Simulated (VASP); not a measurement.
A run of VASP 6.6.1:

The input INCAR:

```
PREC = Accurate
ENCUT = 600
EDIFF = 1E-6
ISMEAR = 0
SIGMA = 0.1
LREAL = False
LASPH = True
NELM = 100
ALGO = Normal
ISIF = 3
LWAVE = False
LCHARG = False
GGA = PE
IBRION = 2
NSW = 90
EDIFFG = -0.04
```

KPOINTS

```
Automatic mesh
0
Gamma
  4 4 2
```

Contents of POSCAR:

```
Sr2SnO3
1.0
    2.5341684300     -3.2287326200      0.0000000000
    2.5341684300      3.2287326200      0.0000000000
    0.0000000000      0.0000000000      8.3168213600
Sr Sn O
2 1 3
Direct
    0.5000000000      0.5000000000      0.6592755600
    0.5000000000      0.5000000000      0.3407244400
    0.0000000000      0.0000000000      0.0000000000
    0.0000000000      0.5000000000      0.0000000000
    0.5000000000      0.0000000000      0.0000000000
    0.5000000000      0.5000000000      0.0000000000
```

Potentials or basis: VASP PAW PBE potentials, release 64 (Sr_sv, Sn_d, O).

Run with:

```sh
$ cat potpaw_PBE.64/Sr_sv/POTCAR potpaw_PBE.64/Sn_d/POTCAR potpaw_PBE.64/O/POTCAR > POTCAR
$ mpirun -np 1 vasp_std > vasp.out
```

Hardware: 1 thread of Intel(R) Xeon(R) 6975P-C (Granite Rapids), with other jobs on the host.

Problem. How long does it take, and how much memory?

Solution. Run time: 12 min on 1 thread of Intel(R) Xeon(R) 6975P-C (Granite Rapids), on a shared host, peak memory 0.35 GiB. Counts: scf iterations 207, k points 14, ion steps 17.
